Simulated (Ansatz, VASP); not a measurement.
## O: VASP beside Ansatz

```
O
1.0
     2.56100    0.00000    0.00000
    -1.28050    2.21789    0.00000
     0.00000    0.00000    6.57500
O
4
Direct
  0.33333 0.66667 0.16100
  0.66667 0.33333 0.66100
  0.33333 0.66667 0.33900
  0.66667 0.33333 0.83900
```

Alike in both runs: task electric field gradients; functional PBEsol; k mesh 13 × 13 × 5; occupations fermi-dirac, width 0.03 eV; no spin polarisation.

|  | VASP | Ansatz |
| --- | --- | --- |
| version | VASP 6.6.1 | Ansatz 0.2.0 |
| potentials or method | VASP PAW PBE potentials, release 64 (O), cutoff 520 eV | all-electron PAW with datasets made for the crystal, scalar-relativistic |

```tsv
	VASP	Ansatz	Ansatz less VASP
pressure (GPa)	16.9	11.3	-5.62
traceless stress, the component that is largest in VASP (GPa)	44.92	32.67	-12.254
rms of the force components (eV/Å)	2.668	1.597	-1.0713
size of Vzz on the site where it differs most (V/Å²)	110.8	104.2	-6.54
```

VASP's potentials were made for PBE, not for PBEsol. Atom by atom the forces differ by 1.071 eV/Å (rms over components). Ansatz ran all-electron here, and VASP with PAW potentials.

Noted on VASP's run: the standard files for N, O and F lose accuracy on very short bonds; spin is off for a triplet molecule.
